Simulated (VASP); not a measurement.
A run of VASP 6.6.1 is set up as follows.

The input INCAR:

```
PREC = Accurate
ENCUT = 520
EDIFF = 1E-6
ISMEAR = -1
SIGMA = 0.3102
LREAL = Auto
LASPH = T
NELM = 60
ALGO = Normal
ISIF = 2
LWAVE = F
LCHARG = F
GGA = PE
ISYM = 0
NBANDS = 81
```

The input KPOINTS:

```
Automatic mesh
0
Gamma
  1 1 1
```

Contents of POSCAR:

```
HfO2
1.0
    5.9133820000      0.0936650000     -0.0263170000
    0.0936650000      6.1692290000     -0.0293520000
   -0.0263170000     -0.0293520000      5.6660680000
Hf O
6 12
Direct
    0.2652981992      0.3820834922     -0.0410971476
    0.8643354671      0.0785729671      0.8228266922
    0.4133525648      0.8372031997      0.0308642233
    0.3875967069      0.0903088971      0.4798484821
    0.8533801936      0.2800528396      0.3340132024
    0.0554072002      0.6248227826      0.5323162288
    1.1872890945      0.1112056955      0.2075100399
    0.0895981376      0.9514842374      0.6196293302
    0.7059435146      0.3756697568      0.6521176545
    0.7493746775      0.8044924977     -0.0787126527
    0.4120009615      0.1165548181      0.8498376204
    0.1407037017      0.3269882817      0.6116994465
    0.8333478715      0.5807496205      0.3198395040
    0.6005862901     -0.0945329723      0.3827460062
   -0.0679150586      0.3395593811      0.9984095543
    1.3319805727      0.6039561801      0.2680206193
    0.3774623211      0.6511620506      0.7679822382
    0.5642738883      0.2862742273      0.1588300241
```

Potentials or basis: VASP PAW PBE potentials, release 64 (Hf_pv, O).

Command:

```sh
$ cat potpaw_PBE.64/Hf_pv/POTCAR potpaw_PBE.64/O/POTCAR > POTCAR
$ mpirun -np 1 vasp_gam > vasp.out
```

(1) Estimate the pressure.

(2) What does it give for the largest force?

(3) Predict the band gap on the k mesh.

Results:

(1) 27.0 GPa.

(2) 6.232 eV/Å.

(3) 2.17 eV.

Caveat: the k points lie up to 1.11 Å⁻¹ apart; spin-orbit coupling is left out, which moves the levels of the heavy elements.
